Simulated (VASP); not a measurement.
# Mg (C2/m) in VASP: a series of runs

Mg is run at these levels: PBE; tasks: single point.

All numbers are computed with VASP 6.6.1; they aren't measurements. Logs are shortened: lines on timing, memory, paths and dates and some standing lists are left out, and cuts for length are marked.

### 1 The cell of the first run

Symmetry: C2/m, No. 12, monoclinic system. The conventional cell has a = 4.828 Å, b = 3.672 Å, c = 3.360 Å, α = 90.00°, β = 130.57°, γ = 90.00°. Mg (site symmetry 2/m) has 14 Mg at 3.03 to 3.67 Å within 4.0 Å.

### 2 Single point, PBE (strain -0.0600 x Voigt [0, 0, 0, 1, 0, 0])

Input file INCAR:

```
ALGO = Normal
EDIFF = 1E-7
ENCUT = 520
GGA = PE
ISIF = 2
ISMEAR = 0
LASPH = True
LCHARG = False
LREAL = False
LWAVE = False
NBANDS = 7
NELM = 100
PREC = Accurate
SIGMA = 0.15
```

Input file KPOINTS:

```
k-points
0
Gamma
  20 20 20
```

Input file POSCAR:

```
Mg
1.0
   -1.8359916300      1.7856095094      1.6243242711
    1.8359916300     -1.8863737506      1.7344837689
    1.8359916300      1.8863737506     -1.7344837689
Mg
1
Direct
    0.0000000000      0.0000000000      0.0000000000
```

Potentials or basis: VASP PAW PBE potentials, release 64 (Mg).

Launch:

```console
cat potpaw_PBE.64/Mg/POTCAR > POTCAR
mpirun -np 1 vasp_std > vasp.out
```

OUTCAR:

```text
EDIFF = 1E-7
   ENCUT = 520
   GGA = PE
   ISIF = 2
   ISMEAR = 0
   LASPH = True
   LREAL = False
   NELM = 100
   PREC = Accurate

 ion  position               nearest neighbor table
   1  0.000  0.000  0.000-

  LATTYP: Found a base centered monoclinic cell.
 ALAT       =     4.8277658012
 B/A-ratio  =     0.7605968084
 C/A-ratio  =     0.6960402186
 COS(beta)  =    -0.6504249324

  Lattice vectors:

 A1 = (  -1.8359916300,  -1.7856095094,  -1.6243242711)
 A2 = (   1.8359916300,  -1.7856095094,  -1.6243242711)
 A3 = (   0.0000000000,  -0.1007642412,   3.3588080400)

Analysis of symmetry for initial positions (statically):
=====================================================================
 Subroutine PRICEL returns:
 Original cell was already a primitive cell.

 Routine SETGRP: Setting up the symmetry group for a
 base centered monoclinic supercell.

 Subroutine GETGRP returns: Found  4 space group operations
 (whereof  4 operations were pure point group operations)
 out of a pool of  4 trial point group operations.

The static configuration has the point symmetry C_2h.

Analysis of symmetry for dynamics (positions and initial velocities):
=====================================================================
 Subroutine PRICEL returns:
 Original cell was already a primitive cell.

 Routine SETGRP: Setting up the symmetry group for a
 base centered monoclinic supercell.

 Subroutine GETGRP returns: Found  4 space group operations
 (whereof  4 operations were pure point group operations)
 out of a pool of  4 trial point group operations.

The dynamic configuration has the point symmetry C_2h.

 Subroutine INISYM returns: Found  4 space group operations
 (whereof  4 operations are pure point group operations),
 and found     1 'primitive' translations

----------------------------------------------------------------------------------------

                                     Primitive cell

  volume of cell :      22.6238

  direct lattice vectors                    reciprocal lattice vectors
    -1.835991630  1.785609509  1.624324271     0.000000000  0.281517502  0.306170191
     1.835991630 -1.886373751  1.734483769     0.272332396  0.008939786  0.297992859
     1.835991630  1.886373751 -1.734483769     0.272332396  0.272577716  0.008177331

  length of vectors
     3.032770338  3.152412590  3.152412590     0.415923418  0.403787813  0.385396438

  position of ions in fractional coordinates (direct lattice)
     0.000000000  0.000000000  0.000000000

  ion indices of the primitive-cell ions
   primitive index   ion index
                 1           1

----------------------------------------------------------------------------------------

 KPOINTS: k-points

Automatic generation of k-mesh.
 Grid dimensions read from file:
 generate k-points for:   20   20   20

 Generating k-lattice:

  Cartesian coordinates                     Fractional coordinates (reciprocal lattice)
     0.000000000  0.014075875  0.015308510     0.050000000  0.000000000  0.000000000
     0.013616620  0.000446989  0.014899643     0.000000000  0.050000000 -0.000000000
     0.013616620  0.013628886  0.000408867    -0.000000000  0.000000000  0.050000000

  Length of vectors
     0.020796171  0.020189391  0.019269822

  Shift w.r.t. Gamma in fractional coordinates (k-lattice)
     0.000000000  0.000000000  0.000000000

 Subroutine IBZKPT returns following result:
 ===========================================

 Found   2112 irreducible k-points:

 Following reciprocal coordinates:
            Coordinates               Weight
  0.000000  0.000000  0.000000      1.000000
  0.050000 -0.000000  0.000000      2.000000
  0.100000 -0.000000  0.000000      2.000000
  0.150000  0.000000  0.000000      2.000000
  0.200000 -0.000000  0.000000      2.000000
  0.250000 -0.000000  0.000000      2.000000
[... 16 lines left out ...]
 -0.450000  0.050000 -0.000000      4.000000
 -0.400000  0.050000  0.000000      4.000000
 [... further k-points ...]
   k-points           NKPTS =   2112   k-points in BZ     NKDIM =   2112   number of bands    NBANDS=      7
   number of dos      NEDOS =    301   number of ions     NIONS =      1
   total plane-waves  NPLWV =  13824
   dimension x,y,z NGX =    24 NGY =   24 NGZ =   24
   dimension x,y,z NGXF=    48 NGYF=   48 NGZF=   48
   ions per type =               1
   NGX,Y,Z   is equivalent  to a cutoff of  13.16, 12.66, 12.66 a.u.
   NGXF,Y,Z  is equivalent  to a cutoff of  26.31, 25.31, 25.31 a.u.
 SYSTEM =  unknown system
   PREC   = accura    normal or accurate (medium, high low for compatibility)
   ISTART =      0    job   : 0-new  1-cont  2-samecut
   ICHARG =      2    charge: 1-file 2-atom 10-const
   ISPIN  =      1    spin polarized calculation?
   LNONCOLLINEAR =      F non collinear calculations
   LSORBIT =      F    spin-orbit coupling
   LASPH  =      T    aspherical Exc in radial PAW
   ENCUT  =  520.0 eV  38.22 Ry    6.18 a.u.   5.64  5.86  5.86*2*pi/ulx,y,z
   NELM   =    100;   NELMIN=  2; NELMDL= -5     # of ELM steps
   EDIFF  = 0.1E-06   stopping-criterion for ELM
   LREAL  =      F    real-space projection
   EDIFFG = 0.1E-05   stopping-criterion for IOM
   NSW    =      0    number of steps for IOM
   IBRION =     -1    ionic relax: 0-MD 1-quasi-New 2-CG
   NFREE  =      0    steps in history (QN), initial steepest desc. (CG)
   ISIF   =      2    stress and relaxation
   ISYM   =      2    0-nonsym 1-usesym 2-fastsym
   POTIM  = 0.5000    time-step for ionic-motion
   TEBEG  =    0.0;   TEEND  =   0.0 temperature during run
   PSTRESS=    0.0 pullay stress
   NELECT =       2.0000    total number of electrons
   NUPDOWN=      -1.0000    fix difference up-down
   EMIN   =  10.00;   EMAX   =-10.00  energy-range for DOS
   EFERMI =   0.00;   METHOD = LEGACY
   ISMEAR =     0;   SIGMA  =   0.15  broadening in eV -4-tet -1-fermi 0-gaus
   EFERMI_NEDOS =   21; number of points for ismear=-14 and -15
   IALGO  =     38    algorithm
   IMIX   =      4    mixing-type and parameters
     AMIX     =   0.40;   BMIX     =  1.00
     AMIX_MAG =   1.60;   BMIX_MAG =  1.00
  volume/ion in A,a.u.               =      22.62       152.67
  Fermi-wavevector in a.u.,A,eV,Ry     =   0.729283  1.378146  7.236316  0.531854
  Thomas-Fermi vector in A             =   1.820967
   LORBIT       =      0    0 simple, 1 ext, 2 COOP (PROOUT), +10 PAW based schemes
   GGA     = PE    functional components
   LHFCALC =     F    Hartree Fock is set to
   AEXX    =    0.0000 exact exchange contribution
   IVDW    =     0    specifies the selected vdW correction
   LEPSILON=     F    determine dielectric tensor
   LRPA    =     F    only Hartree local field effects (RPA)
 non-spin polarized calculation
 Gauss-broadening in eV      SIGMA  =   0.15
  energy-cutoff  :      520.00
  volume of cell :       22.62
 maximum number of plane-waves:       623
   NGX = 11   NGY = 11   NGZ = 11

 number of electron       2.0000000 magnetization

 Free energy of the ion-electron system (eV)
  ---------------------------------------------------
  ext. energy  EPLUGINS =         0.00000000
  ---------------------------------------------------
  free energy    TOTEN  =        -1.47140846 eV

  energy without entropy =       -1.46668499  energy(sigma->0) =       -1.46904673

 E-fermi :   2.7422     XC(G=0):  -8.5383

 val. band max:        2.7415388054   @ k =   0.4500   0.3500   0.0500
 cond. band min:       2.7432717612   @ k =   0.4500  -0.4000   0.3500
 fundamental gap:      0.0017329558
 Fermi energy:         2.7421588178

 k-point     1 :       0.0000    0.0000    0.0000
  band No.  band energies     occupation
      1      -4.2821      2.00000
      2      14.6637      0.00000
      3      15.9680      0.00000
      4      16.6132      0.00000
      5      17.0527      0.00000
      6      17.1207      0.00000
      7      17.1695      0.00000

 k-point     2 :       0.0500   -0.0000    0.0000
  band No.  band energies     occupation
      1      -4.2168      2.00000
      2      14.3366      0.00000
      3      15.7745      0.00000
      4      16.1615      0.00000
      5      16.2706      0.00000
      6      17.5601      0.00000
      7      17.6143      0.00000

 k-point     3 :       0.1000   -0.0000    0.0000
  band No.  band energies     occupation
      1      -4.0212      2.00000
      2      13.6943      0.00000
      3      14.8900      0.00000
      4      15.2793      0.00000
      5      15.2995      0.00000
      6      16.9861      0.00000
      7      17.9766      0.00000

 k-point     4 :       0.1500    0.0000    0.0000
  band No.  band energies     occupation
      1      -3.6962      2.00000
      2      13.0306      0.00000
      3      13.1454      0.00000
      4      14.4156      0.00000
      5      14.6366      0.00000
      6      16.2836      0.00000
      7      18.0085      0.00000

 k-point     5 :       0.2000   -0.0000    0.0000
  band No.  band energies     occupation
      1      -3.2431      2.00000
      2      11.3327      0.00000
      3      12.4281      0.00000
      4      13.6093      0.00000
      5      14.0138      0.00000
      6      15.6908      0.00000
      7      18.1491      0.00000
[... 161 lines left out ...]
 k-point    22 :       0.5000    0.0500    0.0000
  band No.  band energies     occupation
      1       1.3438      2.00000
      2       2.9198      0.09398
      3       9.9549      0.00000
      4      11.2755      0.00000
      5      12.5911      0.00000
      6      14.2691      0.00000
      7      20.8305      0.00000

 k-point    23 :      -0.4500    0.0500   -0.0000
  band No.  band energies     occupation
      1       0.3017      2.00000
      2       4.1910      0.00000
      3       9.9950      0.00000
      4      11.4690      0.00000
      5      12.6456      0.00000
      6      14.4610      0.00000
      7      20.8869      0.00000

 k-point    24 :      -0.4000    0.0500    0.0000
  band No.  band energies     occupation
      1      -0.6822      2.00000
      2       5.6232      0.00000
      3      10.1499      0.00000
      4      11.7716      0.00000
      5      12.8143      0.00000
      6      14.7635      0.00000
      7      20.4054      0.00000

 [... further k-points ...]

------------------------ aborting loop because EDIFF is reached ----------------------------------------

  FORCE on cell =-STRESS in cart. coord.  units (eV):
  Direction    XX          YY          ZZ          XY          YZ          ZX
  --------------------------------------------------------------------------------------
  -------------------------------------------------------------------------------------
  Total        0.0692722      0.0639471      0.1134787      0.0000000      0.2755142      0.0000000
  in kB        4.9057338      4.5286206      8.0363598      0.0000000     19.5114256      0.0000000
  external PRESSURE =       5.8235714 kB  Pullay stress =       0.0000000 kB

 VOLUME and BASIS-vectors are now :
 -----------------------------------------------------------------------------
  energy-cutoff  :      520.00
  volume of cell :       22.62
      direct lattice vectors                 reciprocal lattice vectors
    -1.835991630  1.785609509  1.624324271     0.000000000  0.281517502  0.306170191
     1.835991630 -1.886373751  1.734483769     0.272332396  0.008939786  0.297992859
     1.835991630  1.886373751 -1.734483769     0.272332396  0.272577716  0.008177331

 POSITION                                       TOTAL-FORCE (eV/Angst)
 -----------------------------------------------------------------------------------
      0.00000      0.00000      0.00000        -0.000000      0.000000     -0.000000
 -----------------------------------------------------------------------------------
    total drift:                                0.000000      0.000000      0.000000

  FREE ENERGIE OF THE ION-ELECTRON SYSTEM (eV)
  ---------------------------------------------------
  free  energy   TOTEN  =        -1.4714084644 eV

  energy  without entropy=       -1.4666849892  energy(sigma->0) =       -1.46904673
```

Run time: 62 s. Hardware: 1 thread of Intel Xeon 6975P-C (Granite Rapids), shared host; peak memory 0.44 GiB.

Results:

```
Free energy            : -1.4714 eV
Pressure               : 0.6 GPa
Band gap on the k mesh : zero (band 1 reaches 5.94 eV, above the bottom of band 2 at 1.41 eV)
```

Levels at points of the mesh, in eV from the Fermi level:
| k point | band 1 | band 2 | band 3 | band 4 |
| --- | --- | --- | --- | --- |
| (0.00, 0.00, 0.00) | -7.02 | 11.92 | 13.23 | 13.87 |
| (0.50, 0.00, 0.00) | -1.08 | -0.25 | 8.01 | 8.53 |
| (0.00, 0.50, 0.00) | -1.37 | -0.68 | 8.09 | 8.56 |
| (0.50, 0.50, 0.00) | -1.77 | -1.34 | 9.67 | 10.16 |
| (0.00, 0.50, 0.50) | -1.63 | -1.11 | 8.37 | 9.45 |
| (0.50, 0.50, 0.50) | 3.20 | 3.22 | 3.58 | 4.16 |

Caveat: the cell differs from its parent crystal (strain -0.0600 x Voigt [0, 0, 0, 1, 0, 0]).

(Part 1 of 2 ends here.)
